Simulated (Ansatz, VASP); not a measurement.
**One calculation of AlN, two programs**

```
CELL_PARAMETERS angstrom
3.24867 0.00000 0.00000
-1.62433 2.81343 0.00000
0.00000 0.00000 4.06665
ATOMIC_POSITIONS crystal
Al 0.33333 0.66667 0.76641
Al 0.66667 0.33333 0.26641
N 0.33333 0.66667 0.21840
N 0.66667 0.33333 0.71840
```

Change from the starting cell: mode 4 frozen in at -0.130 Å, equal normal strain along x, y and z -0.0083.

Alike in both runs: task single point; functional LDA; k mesh 9 × 9 × 6; occupations gaussian, width 0.05 eV; no spin polarisation.

|  | VASP | Ansatz |
| --- | --- | --- |
| version | VASP 6.6.1 | Ansatz 0.2.0 |
| potentials or method | VASP PAW LDA potentials, release 64 (Al, N), cutoff 520 eV | scalar-relativistic, plane waves, PAW |
| valence electrons in the cell | 16 | 16 |

```csv
,VASP,Ansatz,Ansatz less VASP
gap on the k mesh at the Fermi level (eV),3.97,3.97,-0.007
least direct gap on the mesh (eV),3.97,3.97,-0.007
pressure (GPa),11.3,10.5,-0.82
"traceless stress, the component that is largest in VASP (GPa)",14.42,14.27,-0.146
rms of the force components (eV/Å),0.683,0.660,-0.0229
```

Ansatz warns that its potentials were made for another functional, while VASP's fit it. LDA's correlation is that of Perdew and Zunger in VASP and of Perdew and Wang (1992) in Ansatz. Atom by atom the forces differ by 0.023 eV/Å (rms over components).
